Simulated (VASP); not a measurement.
Runs of VASP 6.6.1 on AlN. The structure is that of space group P3m1 (No. 156), or close to it. The cells are those of the table. 

```tsv
cell	gap on the mesh (eV)	pressure (GPa)	largest force (eV/Å)
a = 3.089, b = 3.089, c = 9.587 Å, angles 90.0, 90.0, 60.0°, 8 atoms	4.61	(c)	8.72
a = 3.089, b = 3.089, c = 10.187 Å, angles 90.0, 90.0, 60.0°, 8 atoms	3.79	(a)	1.92
a = 3.089, b = 3.089, c = 13.087 Å, angles 90.0, 90.0, 60.0°, 8 atoms	none	-0.9	2.18
a = 3.089, b = 3.089, c = 11.087 Å, angles 90.0, 90.0, 60.0°, 8 atoms	(b)	-3.7	2.33
a = 3.089, b = 3.089, c = 10.587 Å, angles 90.0, 90.0, 60.0°, 8 atoms	2.21	-4.3	1.91
a = 3.089, b = 3.089, c = 11.887 Å, angles 90.0, 90.0, 60.0°, 8 atoms	none	-2.1	2.48
```

Alike in all rows: task single point; level LDA; potentials or basis VASP PAW LDA potentials, release 64 (Al, N); no spin polarisation; k mesh 8 × 8 × 3; cutoff (eV) 520; smearing gaussian 0.05 eV.

Question: Fill in the values left out.

Answer: (a) -3.1; (b) 0.57; (c) 11.8.

Caveats: forces of over 1 eV/Å act on the atoms, so gaps and moduli don't describe the material at rest; semilocal functionals underestimate gaps, and a narrow one can read as zero (at least some runs); the stress differs along the axes, from 2 to 30 GPa (at least some runs); the stress differs along the axes, from -9 to -0 GPa (at least some runs); the stress differs along the axes, from -11 to -0 GPa (at least some runs); the stress differs along the axes, from -12 to -0 GPa (at least some runs).

A k mesh can miss the band edges.

A gap of «none» marks levels without a gap at the run's occupations.
